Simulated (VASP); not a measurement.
Crystal: RbCd2.

```
Rb Cd
1.0
     0.00000    4.47364    4.47364
     4.47364    0.00000    4.47364
     4.47364    4.47364    0.00000
Rb Cd
2 4
Direct
  0.00000 0.00000 0.00000
  0.25000 0.25000 0.25000
  0.62500 0.62500 0.62500
  0.12500 0.62500 0.62500
  0.62500 0.62500 0.12500
  0.62500 0.12500 0.62500
```

* Program: VASP 6.6.1
* Task: relaxation of cell and atoms
* Functional: PBE
* Potentials or basis: VASP PAW PBE potentials, release 64 (Rb_sv, Cd)
* Cutoff: 600 eV
* k mesh: 8 × 8 × 8
* Occupations: gaussian, width 0.1 eV
* Spin: no spin polarisation

At the start: pressure 3.0 GPa; volume 29.84 Å³/atom.

How do energy, volume and symmetry change on relaxing?

Over 4 steps the energy falls by 36.0 meV/atom and the volume is 34.37 Å³/atom (+15.2 %); space group Fd-3m (No. 227, to 0.1 Å) before and after.

Step by step:
```csv
step,energy change (eV),largest force (eV/Å),pressure (GPa),volume (Å³)
1,0.0000,0.0000,2.99,179.07
2,-0.1795,0.0000,1.04,193.87
3,-0.2134,0.0000,-0.23,209.24
4,-0.2159,0.0000,-0.02,206.22
```

Final structure:
```
Rb Cd
1.0
     0.00000    4.68921    4.68921
     4.68921    0.00000    4.68921
     4.68921    4.68921    0.00000
Rb Cd
2 4
Cartesian
  0.0000 0.0000 0.0000
  2.3446 2.3446 2.3446
  5.8615 5.8615 5.8615
  5.8615 3.5169 3.5169
  3.5169 3.5169 5.8615
  3.5169 5.8615 3.5169
```

Caveat: the volume moved by over 15 % at a fixed basis, so the end points are rough.
